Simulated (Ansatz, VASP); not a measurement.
## One calculation of AlP, two programs

```
Al P
1.0
     0.00000    2.72550    2.72550
     2.72550    0.00000    2.72550
     2.72550    2.72550    0.00000
Al P
1 1
Direct
  0.00000 0.00000 0.00000
  0.75000 0.75000 0.75000
```

Alike in both runs: task single point; functional PBE; k mesh 8 × 8 × 8; no spin polarisation.

```csv
,VASP,Ansatz
version,VASP 6.6.1,Ansatz 0.2.0
potentials or method,"VASP PAW PBE potentials, release 64 (Al, P), cutoff 500 eV",all-electron (LAPW or listed datasets)
occupations,"gaussian, width 0.01 eV",fixed
```

|  | VASP | Ansatz | Ansatz less VASP |
| --- | --- | --- | --- |
| gap on the k mesh at the Fermi level (eV) | 1.57 | 1.57 | +0.002 |
| pressure (GPa) | 2.6 | 2.7 | +0.05 |

Ansatz ran all-electron here, and VASP with PAW potentials.
